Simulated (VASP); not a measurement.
TaRu, 2 atoms in the cell. Symmetry: P4mm, No. 99, tetragonal system. Conventional cell: a = 3.053 Å, b = 3.053 Å, c = 3.389 Å, α = 90.00°, β = 90.00°, γ = 90.00°. Ta (site symmetry 4mm) has 8 Ru at 2.50 to 3.03 Å and 6 Ta at 3.05 to 3.39 Å within 3.4 Å. Within 3.4 Å of Ru (site symmetry 4mm) lie 8 Ta at 2.50 to 3.03 Å and 6 Ru at 3.05 to 3.39 Å.  This cell differs from its parent crystal: all Ta atoms moved +0.438 Å, as atom 1 along Cartesian [0 0 1].

| Property | Result |
| --- | --- |
| Program | VASP 6.6.1 |
| Task | single point |
| Functional | r2SCAN |
| Potentials or basis | VASP PAW PBE potentials, release 64 (Ta_pv, Ru_pv) |
| Cutoff | 520 eV |
| k mesh | 16 × 16 × 14 |
| Occupations | gaussian, width 0.15 eV |
| Spin | no spin polarisation |
| Dipole correction | no |
| Further INCAR settings | ALGO = Normal; EDIFF = 1e-06; NBANDS = 20 |

Potentials or basis: VASP PAW PBE potentials, release 64 (Ta_pv, Ru_pv).

The run is started by

```bash
$ cat potpaw_PBE.64/Ta_pv/POTCAR potpaw_PBE.64/Ru_pv/POTCAR > POTCAR
$ cp INCAR.step1 INCAR
$ mpirun -np 1 vasp_std > vasp.out
$ cp INCAR.step2 INCAR
$ mpirun -np 1 vasp_std > vasp.out
```

Hardware: 1 thread of Intel(R) Xeon(R) Platinum 8488C (Sapphire Rapids), with other jobs on the host.

Q: How long does it take, and how much memory?

A: It took 4.9 min on 1 thread of Intel(R) Xeon(R) Platinum 8488C (Sapphire Rapids), on a shared host, peak memory 0.33 GiB. Counts: k points 360.
